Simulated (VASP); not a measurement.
# C (I4_1/amd) in VASP: notebook, part 2 of 2

VASP 6.6.1. The steps go on from the part before.

**6. Single point, r2SCAN**

This run uses another cell than the first one, of the same volume but with other edges.

POSCAR

```
C
1.0
    0.0000000000      2.0587849117      1.3382101926
    2.0587849117      0.0000000000      1.3382101926
    2.0587849117      2.0587849117      0.0000000000
C
2
Direct
    0.5000000000      0.5000000000      0.5000000000
    0.7500000000      0.7500000000      0.7500000000
```

INCAR.step1

```
PREC = Accurate ; ENCUT = 520
ISMEAR = 0 ; SIGMA = 0.05
LREAL = False ; LASPH = True
NELM = 60 ; NBANDS = 11
GGA = PE ; ALGO = Normal
EDIFF = 1E-4 ; LWAVE = True
LCHARG = False
```

INCAR.step2

```
PREC = Accurate ; ENCUT = 520
EDIFF = 1E-6 ; ISMEAR = 0
SIGMA = 0.05 ; LREAL = False
LASPH = True ; NELM = 60
ALGO = Normal ; ISIF = 2
LWAVE = False ; LCHARG = False
METAGGA = R2SCAN ; LMIXTAU = True
NBANDS = 11 ; ISTART = 1
```

KPOINTS

```
Automatic mesh
0
Gamma
  12 12 12
```

Potentials or basis: VASP PAW PBE potentials, release 64 (C).

Launch:

```console
cat potpaw_PBE.64/C/POTCAR > POTCAR
cp INCAR.step1 INCAR
mpirun -np 1 vasp_std > vasp.out
cp INCAR.step2 INCAR
mpirun -np 1 vasp_std > vasp.out
```

It took 1.7 min on 1 thread of Intel Xeon Platinum 8375C at 2.90GHz (Ice Lake), shared host; peak memory 0.13 GiB.

It converged, with:

* Free energy: -16.8090 eV
* Pressure: 0.9 GPa
* Band gap on the k mesh: zero (band 4 reaches 13.22 eV, above the bottom of band 5 at 7.86 eV)

Stress tensor (GPa, compression positive):
```
-66.80   0.00   0.00
  0.00 -66.80   0.00
  0.00   0.00 136.30
```

Levels at points of the mesh, in eV from the Fermi level:
```csv
k point,band 2,band 3,band 4,band 5,band 6,band 7
"(0.00, 0.00, 0.00)",-1.98,-1.98,3.03,4.01,9.18,9.18
"(0.50, 0.00, 0.00)",-13.70,-5.62,-1.52,2.32,6.59,11.13
"(0.50, 0.50, 0.00)",-10.16,-9.27,-9.27,-0.25,-0.25,17.75
"(0.50, 0.00, 0.50)",-15.69,-3.12,-3.12,9.89,9.89,11.37
```

Caveat: the PAW data sets were made with another functional, which shifts forces and pressure a little.

**7. Single point, r2SCAN**

This run uses another cell than the first one, of the same volume but with other edges.

POSCAR

```
C
1.0
    0.0000000000      1.5579434008      2.3369151012
    1.5579434008      0.0000000000      2.3369151012
    1.5579434008      1.5579434008      0.0000000000
C
2
Direct
    0.5000000000      0.5000000000      0.5000000000
    0.7500000000      0.7500000000      0.7500000000
```

INCAR.step1 is that of step 6.

INCAR.step2, as its differences from that of step 6:

```diff
@@ -1,3 +1,3 @@
 PREC = Accurate ; ENCUT = 520
-EDIFF = 1E-6 ; ISMEAR = 0
+EDIFF = 1E-7 ; ISMEAR = 0
 SIGMA = 0.05 ; LREAL = False
```

KPOINTS

```
regular mesh
0
Gamma
  12 12 12
```

Potentials or basis: VASP PAW PBE potentials, release 64 (C).

Launch:

```console
cat potpaw_PBE.64/C/POTCAR > POTCAR
cp INCAR.step1 INCAR
mpirun -np 1 vasp_std > vasp.out
cp INCAR.step2 INCAR
mpirun -np 1 vasp_std > vasp.out
```

OUTCAR:

```text
PREC = Accurate
   ENCUT = 520
   EDIFF = 1E-7
   ISMEAR = 0
   LREAL = False
   LASPH = True
   NELM = 60
   ISIF = 2
   METAGGA = R2SCAN
   ISTART = 1

 ion  position               nearest neighbor table
   1  0.500  0.500  0.500-   2 1.61   2 1.61   2 1.61   2 1.61
   2  0.750  0.750  0.750-   1 1.61   1 1.61   1 1.61   1 1.61

  LATTYP: Found a body centered tetragonal cell.
 ALAT       =     2.2032646868
 C/A-ratio  =     2.1213203436

  Lattice vectors:

 A1 = (  -1.5579434008,   0.0000000000,   2.3369151012)
 A2 = (   1.5579434008,   0.0000000000,   2.3369151012)
 A3 = (   0.0000000000,   1.5579434008,  -2.3369151012)

Analysis of symmetry for initial positions (statically):
=====================================================================
 Subroutine PRICEL returns:
 Original cell was already a primitive cell.

 Routine SETGRP: Setting up the symmetry group for a
 body centered tetragonal supercell.

 Subroutine GETGRP returns: Found 16 space group operations
 (whereof  8 operations were pure point group operations)
 out of a pool of 16 trial point group operations.

The static configuration has the point symmetry D_2d.
 The point group associated with its full space group is D_4h.

Analysis of symmetry for dynamics (positions and initial velocities):
=====================================================================
 Subroutine PRICEL returns:
 Original cell was already a primitive cell.

 Routine SETGRP: Setting up the symmetry group for a
 body centered tetragonal supercell.

 Subroutine GETGRP returns: Found 16 space group operations
 (whereof  8 operations were pure point group operations)
 out of a pool of 16 trial point group operations.

The dynamic configuration has the point symmetry D_2d.
 The point group associated with its full space group is D_4h.

 Subroutine INISYM returns: Found 16 space group operations
 (whereof  8 operations are pure point group operations),
 and found     1 'primitive' translations

----------------------------------------------------------------------------------------

                                     Primitive cell

  volume of cell :      11.3443

  direct lattice vectors                    reciprocal lattice vectors
     0.000000000  1.557943401  2.336915101    -0.320935921  0.320935921  0.213957281
     1.557943401  0.000000000  2.336915101     0.320935921 -0.320935921  0.213957281
     1.557943401  1.557943401  0.000000000     0.320935921  0.320935921 -0.213957281

  length of vectors
     2.808622408  2.808622408  2.203264687     0.501774300  0.501774300  0.501774300

  position of ions in fractional coordinates (direct lattice)
     0.500000000  0.500000000  0.500000000
     0.750000000  0.750000000  0.750000000

  ion indices of the primitive-cell ions
   primitive index   ion index
                 1           1
                 2           2

----------------------------------------------------------------------------------------

 KPOINTS: regular mesh

Automatic generation of k-mesh.
 Grid dimensions read from file:
 generate k-points for:   12   12   12

 Generating k-lattice:

  Cartesian coordinates                     Fractional coordinates (reciprocal lattice)
    -0.026744660  0.026744660  0.017829773     0.083333333  0.000000000  0.000000000
     0.026744660 -0.026744660  0.017829773     0.000000000  0.083333333  0.000000000
     0.026744660  0.026744660 -0.017829773     0.000000000  0.000000000  0.083333333

  Length of vectors
     0.041814525  0.041814525  0.041814525

  Shift w.r.t. Gamma in fractional coordinates (k-lattice)
     0.000000000  0.000000000  0.000000000

 Subroutine IBZKPT returns following result:
 ===========================================

 Found    163 irreducible k-points:

 Following reciprocal coordinates:
            Coordinates               Weight
  0.000000  0.000000  0.000000      1.000000
  0.083333  0.000000  0.000000      8.000000
  0.166667  0.000000  0.000000      8.000000
  0.250000  0.000000  0.000000      8.000000
  0.333333  0.000000  0.000000      8.000000
  0.416667 -0.000000  0.000000      8.000000
[... 16 lines left out ...]
  0.500000  0.166667  0.000000      8.000000
 -0.416667  0.166667  0.000000      8.000000
 [... further k-points ...]
   k-points           NKPTS =    163   k-points in BZ     NKDIM =    163   number of bands    NBANDS=     11
   number of dos      NEDOS =    301   number of ions     NIONS =      2
   total plane-waves  NPLWV =   9216
   dimension x,y,z NGX =    24 NGY =   24 NGZ =   16
   dimension x,y,z NGXF=    48 NGYF=   48 NGZF=   32
   ions per type =               2
   NGX,Y,Z   is equivalent  to a cutoff of  14.21, 14.21, 12.07 a.u.
   NGXF,Y,Z  is equivalent  to a cutoff of  28.41, 28.41, 24.15 a.u.
 SYSTEM =  unknown system
   PREC   = accura    normal or accurate (medium, high low for compatibility)
   ISTART =      1    job   : 0-new  1-cont  2-samecut
   ICHARG =      0    charge: 1-file 2-atom 10-const
   ISPIN  =      1    spin polarized calculation?
   LNONCOLLINEAR =      F non collinear calculations
   LSORBIT =      F    spin-orbit coupling
   LASPH  =      T    aspherical Exc in radial PAW
   ENCUT  =  520.0 eV  38.22 Ry    6.18 a.u.   5.22  5.22  4.10*2*pi/ulx,y,z
   NELM   =     60;   NELMIN=  2; NELMDL=  0     # of ELM steps
   EDIFF  = 0.1E-06   stopping-criterion for ELM
   LREAL  =      F    real-space projection
   EDIFFG = 0.1E-05   stopping-criterion for IOM
   NSW    =      0    number of steps for IOM
   IBRION =     -1    ionic relax: 0-MD 1-quasi-New 2-CG
   NFREE  =      0    steps in history (QN), initial steepest desc. (CG)
   ISIF   =      2    stress and relaxation
   ISYM   =      2    0-nonsym 1-usesym 2-fastsym
   POTIM  = 0.5000    time-step for ionic-motion
   TEBEG  =    0.0;   TEEND  =   0.0 temperature during run
   PSTRESS=    0.0 pullay stress
   NELECT =       8.0000    total number of electrons
   NUPDOWN=      -1.0000    fix difference up-down
   EMIN   =  10.00;   EMAX   =-10.00  energy-range for DOS
   EFERMI =   0.00;   METHOD = LEGACY
   ISMEAR =     0;   SIGMA  =   0.05  broadening in eV -4-tet -1-fermi 0-gaus
   EFERMI_NEDOS =   21; number of points for ismear=-14 and -15
   IALGO  =     38    algorithm
   IMIX   =      4    mixing-type and parameters
     AMIX     =   0.40;   BMIX     =  1.00
     AMIX_MAG =   1.60;   BMIX_MAG =  1.00
  volume/ion in A,a.u.               =       5.67        38.28
  Fermi-wavevector in a.u.,A,eV,Ry     =   1.457178  2.753668 28.890189  2.123369
  Thomas-Fermi vector in A             =   2.574010
   LORBIT       =      0    0 simple, 1 ext, 2 COOP (PROOUT), +10 PAW based schemes
   METAGGA = R2SCAN    functional components
   LHFCALC =     F    Hartree Fock is set to
   AEXX    =    0.0000 exact exchange contribution
   IVDW    =     0    specifies the selected vdW correction
   LEPSILON=     F    determine dielectric tensor
   LRPA    =     F    only Hartree local field effects (RPA)
 non-spin polarized calculation
 Gauss-broadening in eV      SIGMA  =   0.05
  energy-cutoff  :      520.00
  volume of cell :       11.34
 maximum number of plane-waves:       318
 NGX is ok and might be reduce to    24

 number of electron       8.0000001 magnetization

 Free energy of the ion-electron system (eV)
  ---------------------------------------------------
  ext. energy  EPLUGINS =         0.00000000
  ---------------------------------------------------
  free energy    TOTEN  =       -15.11517942 eV

  energy without entropy =      -15.11439814  energy(sigma->0) =      -15.11478878

 E-fermi :  12.0621     XC(G=0): -14.4586

 val. band max:       12.0349863565   @ k =   0.1667   0.0000   0.0833
 cond. band min:      12.0779500742   @ k =  -0.2500   0.2500   0.0000
 fundamental gap:      0.0429637177
 Fermi energy:        12.0620600195

 k-point     1 :       0.0000    0.0000    0.0000
  band No.  band energies     occupation
      1     -12.7799      2.00000
      2       4.1620      2.00000
      3      13.0995      0.00000
      4      13.0995      0.00000
      5      15.5952      0.00000
      6      15.5952      0.00000
      7      15.6938      0.00000
      8      20.6032      0.00000
      9      30.8539      0.00000
     10      31.4354      0.00000
     11      32.3361      0.00000
[... 309 lines left out ...]
 k-point    24 :      -0.4167    0.1667    0.0000
  band No.  band energies     occupation
      1      -5.8929      2.00000
      2      -3.2010      2.00000
      3       0.6110      2.00000
      4      11.4537      2.00000
      5      14.2569      0.00000
      6      21.2624      0.00000
      7      22.4702      0.00000
      8      25.3232      0.00000
      9      32.0238      0.00000
     10      35.1718      0.00000
     11      38.2596      0.00000

 [... further k-points ...]
[... 5 lines left out ...]
  --------------------------------------------------------------------------------------
  -------------------------------------------------------------------------------------
  Total       10.7415141     10.7415141    -19.1736391      0.0000000      0.0000000     -0.0000000
  in kB     1517.0496842   1517.0496842  -2707.9388226      0.0000000      0.0000000     -0.0000000
  external PRESSURE =     108.7201819 kB  Pullay stress =       0.0000000 kB

 VOLUME and BASIS-vectors are now :
 -----------------------------------------------------------------------------
  energy-cutoff  :      520.00
  volume of cell :       11.34
      direct lattice vectors                 reciprocal lattice vectors
     0.000000000  1.557943401  2.336915101    -0.320935921  0.320935921  0.213957281
     1.557943401  0.000000000  2.336915101     0.320935921 -0.320935921  0.213957281
     1.557943401  1.557943401  0.000000000     0.320935921  0.320935921 -0.213957281

 POSITION                                       TOTAL-FORCE (eV/Angst)
 -----------------------------------------------------------------------------------
      1.55794      1.55794      2.33692         0.000000     -0.000000      0.000000
      2.33692      2.33692      3.50537        -0.000000      0.000000     -0.000000
 -----------------------------------------------------------------------------------
    total drift:                                0.000000      0.000000      0.000000

  FREE ENERGIE OF THE ION-ELECTRON SYSTEM (eV)
  ---------------------------------------------------
  free  energy   TOTEN  =       -15.1151794232 eV

  energy  without entropy=      -15.1143981428  energy(sigma->0) =      -15.11478878
```

OUTCAR.step1:

```text
PREC = Accurate
   ENCUT = 520
   ISMEAR = 0
   LREAL = False
   LASPH = True
[... 561 lines left out ...]
      1.55794      1.55794      2.33692        -0.000000     -0.000000      0.000000
      2.33692      2.33692      3.50537         0.000000      0.000000      0.000000
 -----------------------------------------------------------------------------------
    total drift:                                0.000000      0.000000      0.000000

  FREE ENERGIE OF THE ION-ELECTRON SYSTEM (eV)
  ---------------------------------------------------
  free  energy   TOTEN  =       -13.9176163270 eV

  energy  without entropy=      -13.9168022871  energy(sigma->0) =      -13.91720931
```

Wall time 90 s (1 thread of Intel Xeon Platinum 8375C at 2.90GHz (Ice Lake), shared host); peak memory 0.13 GiB.

Results:

```yaml
Free_energy: -15.1152 eV
Pressure: 10.9 GPa
Band_gap_on_the_k_mesh: zero (band 4 reaches 13.18 eV, above the bottom of band 5 at 11.49 eV)
```

Stress tensor (GPa, compression positive):
```
 151.70    0.00    0.00
   0.00  151.70    0.00
   0.00    0.00 -270.79
```

Levels at points of the mesh, in eV from the Fermi level:
| k point | band 2 | band 3 | band 4 | band 5 | band 6 | band 7 |
| --- | --- | --- | --- | --- | --- | --- |
| (0.00, 0.00, 0.00) | -7.90 | 1.04 | 1.04 | 3.53 | 3.53 | 3.63 |
| (0.50, 0.00, 0.00) | -15.75 | -8.78 | -1.35 | 0.04 | 8.20 | 11.72 |
| (0.50, 0.50, 0.00) | -19.26 | -3.57 | -3.57 | 10.00 | 10.00 | 12.62 |
| (0.50, 0.00, 0.50) | -12.98 | -9.48 | -9.48 | 0.62 | 0.62 | 10.19 |

Caveat: the PAW data sets were made with another functional, which shifts forces and pressure a little.

**8. The runs side by side**

| cell | gap on the mesh (eV) | pressure (GPa) |
| --- | --- | --- |
| a = 2.622, b = 2.622, c = 2.373 Å, angles 63.1, 63.1, 53.8°, 2 atoms | 1.97 | 0.5 |
| a = 2.457, b = 2.457, c = 2.740 Å, angles 56.1, 56.1, 67.8°, 2 atoms | none | 0.1 |
| a = 2.680, b = 2.680, c = 2.311 Å, angles 64.5, 64.5, 51.1°, 2 atoms | 0.91 | 3.1 |
| a = 2.492, b = 2.492, c = 2.593 Å, angles 58.6, 58.6, 62.7°, 2 atoms | 2.21 | -1.1 |
| a = 2.455, b = 2.455, c = 2.912 Å, angles 53.6, 53.6, 72.7°, 2 atoms | none | 0.9 |
| a = 2.809, b = 2.809, c = 2.203 Å, angles 66.9, 66.9, 46.2°, 2 atoms | none | 10.9 |

Alike in all rows: task single point; level r2SCAN; potentials or basis VASP PAW PBE potentials, release 64 (C); no spin polarisation; k mesh 12 × 12 × 12; cutoff (eV) 520; smearing gaussian 0.05 eV.

Caveats: the PAW data sets were made with another functional, which shifts forces and pressure a little.

Absolute energies hang on the potentials; compare differences alone.
